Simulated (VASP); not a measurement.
Crystal: PbSe (Clausthalite).

```xyz
2
Lattice="0.0000 3.1080 3.1080 3.1080 0.0000 3.1080 3.1080 3.1080 0.0000" Properties=species:S:1:pos:R:3 pbc="T T T"
Pb    0.0000    0.0000    0.0000
Se    3.1080    3.1080    3.1080
```

- Program: VASP 6.6.1
- Task: relaxation of cell and atoms
- Functional: LDA
- Potentials or basis: VASP PAW LDA potentials, release 64 (Pb_d, Se)
- Cutoff: 600 eV
- k mesh: 6 × 6 × 6
- Occupations: fermi-dirac, width 0.02 eV
- Spin: no spin polarisation

At the start: pressure -4.1 GPa; volume 30.02 Å³/atom.

**Question.** Where does the relaxation end?

**Answer.** Over 17 steps the energy falls by 33.1 meV/atom and the volume is 27.56 Å³/atom (-8.2 %); space group Fm-3m (No. 225, to 0.05 Å).

The path:
```
step  energy change (eV)  largest force (eV/Å)  pressure (GPa)  volume (Å³)
   1              0.0000                0.0000           -4.06        60.05
   2             -0.0600                0.0000            1.43        53.68
   3             -0.0662                0.0000            0.04        55.08
   4             -0.0662                0.0000           -0.05        55.18
   5             -0.0662                0.0000           -0.06        55.18
   6             -0.0662                0.0000           -0.05        55.17
   7             -0.0662                0.0000           -0.05        55.17
   8             -0.0662                0.0000           -0.05        55.17
   9             -0.0662                0.0000           -0.05        55.17
  10             -0.0662                0.0000           -0.05        55.17
  11             -0.0662                0.0000           -0.05        55.17
  12             -0.0662                0.0000           -0.05        55.17
  13             -0.0662                0.0000           -0.05        55.17
  14             -0.0662                0.0000           -0.05        55.17
  15             -0.0662                0.0000           -0.04        55.16
  16             -0.0662                0.0000           -0.03        55.15
  17             -0.0662                0.0000           -0.02        55.13
```

Final structure:
```cif
data_structure
_symmetry_space_group_name_H-M 'P 1'
_symmetry_Int_Tables_number 1
_cell_length_a 4.2720
_cell_length_b 4.2720
_cell_length_c 4.2720
_cell_angle_alpha 60.000
_cell_angle_beta 60.000
_cell_angle_gamma 60.000
_cell_volume 55.13
loop_
_atom_site_label
_atom_site_type_symbol
_atom_site_fract_x
_atom_site_fract_y
_atom_site_fract_z
_atom_site_occupancy
Pb1 Pb 0.00000 0.00000 0.00000 1
Se1 Se 0.50000 0.50000 0.50000 1
```
